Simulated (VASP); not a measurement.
Set up this calculation in VASP 6.6.1, as the native input.

```
Task                   : single point
Functional             : LDA
Potentials or basis    : VASP PAW LDA potentials, release 64 (Ba_sv)
Cutoff                 : 520 eV
k mesh                 : 9 × 9 × 9
Occupations            : methfessel-paxton, width 1 eV
Spin                   : no spin polarisation
Dipole correction      : no
Further INCAR settings : ALGO = Normal; EDIFF = 1e-06; NBANDS = 11
```

The structure of Ba lies in POSCAR:

```
Ba
1.0
   -2.3789385306      2.3789385306      2.3789385306
    2.3789385306     -2.3789385306      2.3789385306
    2.3789385306      2.3789385306     -2.3789385306
Ba
1
Direct
    0.0000000000      0.0000000000      0.0000000000
```

These files were run (other wordings do the same):

INCAR

```
PREC     = Accurate       # precision mode
ENCUT    = 520            # plane-wave cutoff, eV
EDIFF    = 1E-6           # SCF threshold, eV
ISMEAR   = 1              # smearing method
SIGMA    = 1.0            # smearing width, eV
LREAL    = False          # projectors in reciprocal space
LASPH    = True           # aspherical terms in the spheres
NELM     = 100            # most SCF steps
ALGO     = Normal         # electronic algorithm
ISIF     = 2              # what is computed and relaxed
LWAVE    = False          # write WAVECAR
LCHARG   = True           # write CHGCAR
GGA      = CA             # functional
LELF     = True           # ELF
LVHAR    = True         
NBANDS   = 11             # bands
```

KPOINTS

```
Automatic mesh
0
Gamma
  9 9 9
```

Potentials or basis: VASP PAW LDA potentials, release 64 (Ba_sv).

Launch:

```bash
$ cat potpaw_LDA.64/Ba_sv/POTCAR > POTCAR
$ mpirun -np 1 vasp_std > vasp.out
```

Results of the run:

- Pressure: 0.1 GPa
- Band gap on the k mesh: zero (band 5 reaches 2.57 eV, above the bottom of band 6 at 1.32 eV)

Caveat: spin-orbit coupling is left out, which moves the levels of the heavy elements.

Wall time 32 s on 1 thread of AMD EPYC 7R13, with other jobs on the host, peak memory 0.13 GiB.
